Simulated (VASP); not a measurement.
# GaN (Cm) in VASP: a series of runs

The runs below take GaN through single point, with PBE.

Everything below comes from runs of VASP 6.6.1. Logs are shortened: lines on timing, memory, paths and dates and some standing lists are left out, and cuts for length are marked.

**1. The cell of the first run**

It takes space group Cm (No. 8, monoclinic). The conventional cell has a = 6.433 Å, b = 6.433 Å, c = 4.548 Å, α = 90.00°, β = 90.00°, γ = 90.00°. Within 2.6 Å of Ga (site symmetry m) lie 4 N at 1.97 to 2.09 Å. Ga (site symmetry m) has 4 N at 1.86 to 1.97 Å within 2.5 Å. Ga (site symmetry 1) has 4 N at 1.97 Å within 2.6 Å. Within 2.5 Å of N (site symmetry m) lie 4 Ga at 1.86 to 2.09 Å. N (site symmetry m) has 4 Ga at 1.97 Å within 2.6 Å. Within 2.6 Å of N (site symmetry 1) lie 4 Ga at 1.97 Å.

**2. Single point, PBE (atom 5 (N) moved +0.140 Å towards its neighbour atom 6 (N) at 3.216 Å)**

INCAR

```
SYSTEM = GaN
PREC = Accurate
ENCUT = 520
EDIFF = 1E-6
ISMEAR = 0
SIGMA = 0.05
LREAL = .False.
LASPH = .True.
NELM = 100
ALGO = Normal
ISIF = 2
LWAVE = .False.
LCHARG = .True.
GGA = PE
LELF = .True.
LVHAR = .True.
NBANDS = 46
```

KPOINTS

```
Automatic mesh
0
Gamma
  6 6 6
  0 0 0
```

POSCAR

```
GaN
1.0
    4.5484769745      0.0000000000      0.0000000000
    0.0000000000     -4.5484769745      0.0000000000
    0.0000000000      0.0000000000     -4.5484769745
Ga N
4 4
Direct
    0.0000000000      0.0000000000      0.0000000000
    0.5000000000      0.5000000000      0.0000000000
    0.5000000000      0.0000000000      0.5000000000
    0.0000000000      0.5000000000      0.5000000000
    0.7282355830      0.7282355830      0.7500000000
    0.2500000000      0.2500000000      0.7500000000
    0.2500000000      0.7500000000      0.2500000000
    0.7500000000      0.2500000000      0.2500000000
```

Potentials or basis: VASP PAW PBE potentials, release 64 (Ga_d, N).

The run is started by

```console
> cat potpaw_PBE.64/Ga_d/POTCAR potpaw_PBE.64/N/POTCAR > POTCAR
> mpirun -np 1 vasp_std > vasp.out
```

OUTCAR:

```text
SYSTEM = GaN
   PREC = Accurate
   ENCUT = 520
   EDIFF = 1E-6
   ISMEAR = 0
   LREAL = .False.
   LASPH = .True.
   NELM = 100
   ISIF = 2
   GGA = PE

 ion  position               nearest neighbor table
   1  0.000  0.000  0.000-   6 1.97   7 1.97   8 1.97   5 2.09
   2  0.500  0.500  0.000-   5 1.86   6 1.97   7 1.97   8 1.97
   3  0.500  0.000  0.500-   6 1.97   7 1.97   8 1.97   5 1.97
   4  0.000  0.500  0.500-   6 1.97   7 1.97   8 1.97   5 1.97
   5  0.728  0.728  0.750-   2 1.86   3 1.97   4 1.97   1 2.09
   6  0.250  0.250  0.750-   1 1.97   2 1.97   3 1.97   4 1.97
   7  0.250  0.750  0.250-   1 1.97   2 1.97   3 1.97   4 1.97
   8  0.750  0.250  0.250-   1 1.97   2 1.97   3 1.97   4 1.97

  LATTYP: Found a simple cubic cell.
 ALAT       =     4.5484769745

  Lattice vectors:

 A1 = (   4.5484769745,   0.0000000000,   0.0000000000)
 A2 = (   0.0000000000,  -4.5484769745,   0.0000000000)
 A3 = (   0.0000000000,   0.0000000000,  -4.5484769745)

Analysis of symmetry for initial positions (statically):
=====================================================================
 Subroutine PRICEL returns:
 Original cell was already a primitive cell.

 Routine SETGRP: Setting up the symmetry group for a
 simple cubic supercell.

 Subroutine GETGRP returns: Found  2 space group operations
 (whereof  2 operations were pure point group operations)
 out of a pool of 48 trial point group operations.

The static configuration has the point symmetry C_1h.

Analysis of symmetry for dynamics (positions and initial velocities):
=====================================================================
 Subroutine PRICEL returns:
 Original cell was already a primitive cell.

 Routine SETGRP: Setting up the symmetry group for a
 simple cubic supercell.

 Subroutine GETGRP returns: Found  2 space group operations
 (whereof  2 operations were pure point group operations)
 out of a pool of 48 trial point group operations.

The dynamic configuration has the point symmetry C_1h.

 Subroutine INISYM returns: Found  2 space group operations
 (whereof  2 operations are pure point group operations),
 and found     1 'primitive' translations

[... 100 lines left out ...]
   ISPIN  =      1    spin polarized calculation?
   LNONCOLLINEAR =      F non collinear calculations
   LSORBIT =      F    spin-orbit coupling
   LASPH  =      T    aspherical Exc in radial PAW
   ENCUT  =  520.0 eV  38.22 Ry    6.18 a.u.   8.46  8.46  8.46*2*pi/ulx,y,z
   NELM   =    100;   NELMIN=  2; NELMDL= -5     # of ELM steps
   EDIFF  = 0.1E-05   stopping-criterion for ELM
   LREAL  =      F    real-space projection
   EDIFFG = 0.1E-04   stopping-criterion for IOM
   NSW    =      0    number of steps for IOM
   IBRION =     -1    ionic relax: 0-MD 1-quasi-New 2-CG
   NFREE  =      0    steps in history (QN), initial steepest desc. (CG)
   ISIF   =      2    stress and relaxation
   ISYM   =      2    0-nonsym 1-usesym 2-fastsym
   POTIM  = 0.5000    time-step for ionic-motion
   TEBEG  =    0.0;   TEEND  =   0.0 temperature during run
   PSTRESS=    0.0 pullay stress
   NELECT =      72.0000    total number of electrons
   NUPDOWN=      -1.0000    fix difference up-down
   EMIN   =  10.00;   EMAX   =-10.00  energy-range for DOS
   EFERMI =   0.00;   METHOD = LEGACY
   ISMEAR =     0;   SIGMA  =   0.05  broadening in eV -4-tet -1-fermi 0-gaus
   EFERMI_NEDOS =   21; number of points for ismear=-14 and -15
   IALGO  =     38    algorithm
   IMIX   =      4    mixing-type and parameters
     AMIX     =   0.40;   BMIX     =  1.00
     AMIX_MAG =   1.60;   BMIX_MAG =  1.00
  volume/ion in A,a.u.               =      11.76        79.38
  Fermi-wavevector in a.u.,A,eV,Ry     =   1.497337  2.829557 30.504523  2.242019
  Thomas-Fermi vector in A             =   2.609238
   LORBIT       =      0    0 simple, 1 ext, 2 COOP (PROOUT), +10 PAW based schemes
   GGA     = PE    functional components
   LHFCALC =     F    Hartree Fock is set to
   AEXX    =    0.0000 exact exchange contribution
   IVDW    =     0    specifies the selected vdW correction
   LEPSILON=     F    determine dielectric tensor
   LRPA    =     F    only Hartree local field effects (RPA)
 non-spin polarized calculation
 Gauss-broadening in eV      SIGMA  =   0.05
  energy-cutoff  :      520.00
  volume of cell :       94.10
 maximum number of plane-waves:      2560
 NGX is ok and might be reduce to    36
   NGX = 17   NGY = 17   NGZ = 17

 number of electron      72.0000089 magnetization

 Free energy of the ion-electron system (eV)
  ---------------------------------------------------
  ext. energy  EPLUGINS =         0.00000000
  ---------------------------------------------------
  free energy    TOTEN  =       -48.45363718 eV

  energy without entropy =      -48.45363718  energy(sigma->0) =      -48.45363718

 E-fermi :   5.2832     XC(G=0): -11.5211

 val. band max:        5.0550828064   @ k =   0.0000   0.0000   0.0000
 cond. band min:       6.5213179144   @ k =   0.0000   0.0000   0.0000
 fundamental gap:      1.4662351080
 Fermi energy:         5.2832034640

 k-point     1 :       0.0000    0.0000    0.0000
  band No.  band energies     occupation
      1     -10.7315      2.00000
      2      -9.7796      2.00000
      3      -9.7570      2.00000
      4      -9.7550      2.00000
      5      -8.4561      2.00000
      6      -8.4449      2.00000
[... 1165 lines left out ...]
     45      14.2301      0.00000
     46      14.3438      0.00000

 [... further k-points ...]
[... 5 lines left out ...]
  --------------------------------------------------------------------------------------
  -------------------------------------------------------------------------------------
  Total        0.2795478      0.2795478      0.5177335     -0.3379467     -0.7461467      0.7461473
  in kB        4.7595802      4.7595802      8.8149299     -5.7538799    -12.7038918     12.7039024
  external PRESSURE =       6.1113634 kB  Pullay stress =       0.0000000 kB

 VOLUME and BASIS-vectors are now :
 -----------------------------------------------------------------------------
  energy-cutoff  :      520.00
  volume of cell :       94.10
      direct lattice vectors                 reciprocal lattice vectors
     4.548476974  0.000000000  0.000000000     0.219853812  0.000000000  0.000000000
     0.000000000 -4.548476974  0.000000000     0.000000000 -0.219853812  0.000000000
     0.000000000  0.000000000 -4.548476974     0.000000000  0.000000000 -0.219853812

 POSITION                                       TOTAL-FORCE (eV/Angst)
 -----------------------------------------------------------------------------------
      0.00000      0.00000      0.00000        -0.332242      0.332242      0.230676
      2.27424     -2.27424      0.00000        -0.665400      0.665400     -0.652290
      2.27424      0.00000     -2.27424        -0.063315      0.097632     -0.034342
      0.00000     -2.27424     -2.27424        -0.097632      0.063315     -0.034342
      3.31236     -3.31236     -3.41136         1.647728     -1.647728      0.494877
      1.13712     -1.13712     -3.41136        -0.253851      0.253851      0.002124
      1.13712     -3.41136     -1.13712        -0.250787     -0.015499     -0.003352
      3.41136     -1.13712     -1.13712         0.015499      0.250787     -0.003352
 -----------------------------------------------------------------------------------
    total drift:                               -0.000028      0.000028     -0.000079

  FREE ENERGIE OF THE ION-ELECTRON SYSTEM (eV)
  ---------------------------------------------------
  free  energy   TOTEN  =       -48.4536371778 eV

  energy  without entropy=      -48.4536371778  energy(sigma->0) =      -48.45363718
```

OSZICAR:

```text
N       E                     dE             d eps       ncg     rms          rms(c)
DAV:   1     0.764694675608E+03    0.76469E+03   -0.33439E+04  7328   0.288E+03
DAV:   2     0.952672413534E+02   -0.66943E+03   -0.63502E+03  6488   0.691E+02
DAV:   3    -0.448038028741E+02   -0.14007E+03   -0.13588E+03  7258   0.214E+02
DAV:   4    -0.559890447233E+02   -0.11185E+02   -0.11078E+02  8056   0.625E+01
DAV:   5    -0.563274140538E+02   -0.33837E+00   -0.33780E+00  7526   0.112E+01    0.152E+01
DAV:   6    -0.481640754146E+02    0.81633E+01   -0.24608E+01 11548   0.558E+01    0.415E+00
DAV:   7    -0.484958240354E+02   -0.33175E+00   -0.42059E+00  6972   0.125E+01    0.379E+00
DAV:   8    -0.484892842328E+02    0.65398E-02   -0.54826E-01  8770   0.145E+01    0.109E+00
DAV:   9    -0.484516516380E+02    0.37633E-01   -0.16284E-01  9352   0.746E+00    0.507E-01
DAV:  10    -0.484532634475E+02   -0.16118E-02   -0.31056E-02  7410   0.136E+00    0.263E-01
DAV:  11    -0.484537204964E+02   -0.45705E-03   -0.20093E-03  8982   0.777E-01    0.732E-02
DAV:  12    -0.484535948556E+02    0.12564E-03   -0.10761E-03  9320   0.568E-01    0.225E-02
DAV:  13    -0.484536424200E+02   -0.47564E-04   -0.44897E-04  7206   0.163E-01    0.359E-02
DAV:  14    -0.484536408234E+02    0.15966E-05   -0.27140E-05  8442   0.413E-02    0.208E-02
DAV:  15    -0.484536365155E+02    0.43080E-05   -0.15701E-05  8886   0.611E-02    0.435E-03
DAV:  16    -0.484536371778E+02   -0.66232E-06   -0.36844E-06  5760   0.178E-02
   1 F= -.48453637E+02 E0= -.48453637E+02  d E =-.119079E-12
```

stdout:

```text
POSCAR found type information on POSCAR GaN
 POSCAR found :  2 types and       8 ions
 scaLAPACK will be used
 LDA part: xc-table for (Slater+PW92), standard interpolation
 POSCAR, INCAR and KPOINTS ok, starting setup
 FFT: planning ... GRIDC
 FFT: planning ... GRID_SOFT
 FFT: planning ... GRID
 WAVECAR not read
 entering main loop
```

Wall time 1.9 min (1 thread of Intel Xeon 6975P-C (Granite Rapids), shared host); peak memory 0.34 GiB.

Results:

| Quantity | Value |
| --- | --- |
| Free energy | -48.4536 eV |
| Pressure | 0.6 GPa |
| Largest force | 2.382 eV/Å |
| Band gap on the k mesh | 1.47 eV |

Forces on the atoms (eV/Å):
```
Ga  -0.332  0.332  0.231
Ga  -0.665  0.665 -0.652
Ga  -0.063  0.098 -0.034
Ga  -0.098  0.063 -0.034
N    1.648 -1.648  0.495
N   -0.254  0.254  0.002
N   -0.251 -0.015 -0.003
N    0.015  0.251 -0.003
```

Stress tensor (GPa, compression positive):
```
 0.48 -0.58  1.27
-0.58  0.48 -1.27
 1.27 -1.27  0.88
```

Caveat: the cell differs from its parent crystal (atom 5 (N) moved +0.140 Å towards its neighbour atom 6 (N) at 3.216 Å); forces of over 1 eV/Å act on the atoms, so gaps and moduli don't describe the material at rest.

**3. Single point, PBE (atom 5 (N) moved +0.100 Å towards its neighbour atom 6 (N) at 3.216 Å)**

INCAR

```
SYSTEM = GaN
  PREC = Accurate
  ENCUT = 520
  EDIFF = 1E-7
  ISMEAR = 0
  SIGMA = 0.05
  LREAL = .FALSE.
  LASPH = .TRUE.
  NELM = 100
  ALGO = Normal
  ISIF = 2
  LWAVE = .FALSE.
  LCHARG = .FALSE.
  GGA = PE
  NBANDS = 46
```

KPOINTS

```
regular mesh
0
G
  6 6 6
  0 0 0
```

Edit POSCAR of step 2 so:

```diff
@@ -12,3 +12,3 @@
     0.0000000000      0.5000000000      0.5000000000
-    0.7282355830      0.7282355830      0.7500000000
+    0.7344539879      0.7344539879      0.7500000000
     0.2500000000      0.2500000000      0.7500000000
```

Potentials or basis: VASP PAW PBE potentials, release 64 (Ga_d, N).

The run is started by

```console
> cat potpaw_PBE.64/Ga_d/POTCAR potpaw_PBE.64/N/POTCAR > POTCAR
> mpirun -np 1 vasp_std > vasp.out
```

OUTCAR:

```text
SYSTEM = GaN
   PREC = Accurate
   ENCUT = 520
   EDIFF = 1E-7
   ISMEAR = 0
   LREAL = .FALSE.
   LASPH = .TRUE.
   NELM = 100
   ISIF = 2
   GGA = PE

 ion  position               nearest neighbor table
   1  0.000  0.000  0.000-   6 1.97   7 1.97   8 1.97   5 2.05
   2  0.500  0.500  0.000-   5 1.89   6 1.97   7 1.97   8 1.97
   3  0.500  0.000  0.500-   6 1.97   7 1.97   8 1.97   5 1.97
   4  0.000  0.500  0.500-   6 1.97   7 1.97   8 1.97   5 1.97
   5  0.734  0.734  0.750-   2 1.89   3 1.97   4 1.97   1 2.05
   6  0.250  0.250  0.750-   1 1.97   2 1.97   3 1.97   4 1.97
   7  0.250  0.750  0.250-   1 1.97   2 1.97   3 1.97   4 1.97
[... 1389 lines left out ...]
  Total        0.1759400      0.1759400      0.2944284     -0.1732051     -0.5155733      0.5155738
  in kB        2.9955545      2.9955545      5.0129373     -2.9489895     -8.7781499      8.7781586
  external PRESSURE =       3.6680155 kB  Pullay stress =       0.0000000 kB

 VOLUME and BASIS-vectors are now :
 -----------------------------------------------------------------------------
  energy-cutoff  :      520.00
  volume of cell :       94.10
      direct lattice vectors                 reciprocal lattice vectors
     4.548476974  0.000000000  0.000000000     0.219853812  0.000000000  0.000000000
     0.000000000 -4.548476974  0.000000000     0.000000000 -0.219853812  0.000000000
     0.000000000  0.000000000 -4.548476974     0.000000000  0.000000000 -0.219853812

 POSITION                                       TOTAL-FORCE (eV/Angst)
 -----------------------------------------------------------------------------------
      0.00000      0.00000      0.00000        -0.264876      0.264876      0.194498
      2.27424     -2.27424      0.00000        -0.434487      0.434487     -0.407514
      2.27424      0.00000     -2.27424        -0.048192      0.065930     -0.017708
      0.00000     -2.27424     -2.27424        -0.065930      0.048192     -0.017708
      3.34065     -3.34065     -3.41136         1.162263     -1.162263      0.250739
      1.13712     -1.13712     -3.41136        -0.180494      0.180494      0.001095
      1.13712     -3.41136     -1.13712        -0.179380     -0.011096     -0.001701
      3.41136     -1.13712     -1.13712         0.011096      0.179380     -0.001701
 -----------------------------------------------------------------------------------
    total drift:                                0.000079     -0.000079     -0.000012

  FREE ENERGIE OF THE ION-ELECTRON SYSTEM (eV)
  ---------------------------------------------------
  free  energy   TOTEN  =       -48.5330346886 eV

  energy  without entropy=      -48.5330346886  energy(sigma->0) =      -48.53303469
```

stdout:

```text
POSCAR found type information on POSCAR GaN
 POSCAR found :  2 types and       8 ions
 scaLAPACK will be used
 LDA part: xc-table for (Slater+PW92), standard interpolation
 POSCAR, INCAR and KPOINTS ok, starting setup
 FFT: planning ... GRIDC
 FFT: planning ... GRID_SOFT
 FFT: planning ... GRID
 WAVECAR not read
 entering main loop
```

Wall time 2.3 min (1 thread of Intel Xeon 6975P-C (Granite Rapids), shared host); peak memory 0.33 GiB.

Results:

| Item | Value |
| --- | --- |
| Free energy | -48.5330 eV |
| Pressure | 0.4 GPa |
| Largest force | 1.663 eV/Å |
| Band gap on the k mesh | 1.49 eV |

Forces in eV/Å, atoms in the order of the input:
```
Ga  -0.265  0.265  0.194
Ga  -0.434  0.434 -0.408
Ga  -0.048  0.066 -0.018
Ga  -0.066  0.048 -0.018
N    1.162 -1.162  0.251
N   -0.180  0.180  0.001
N   -0.179 -0.011 -0.002
N    0.011  0.179 -0.002
```

Stress tensor (GPa, compression positive):
```
 0.30 -0.29  0.88
-0.29  0.30 -0.88
 0.88 -0.88  0.50
```

Caveat: the cell differs from its parent crystal (atom 5 (N) moved +0.100 Å towards its neighbour atom 6 (N) at 3.216 Å); forces of over 1 eV/Å act on the atoms, so gaps and moduli don't describe the material at rest.
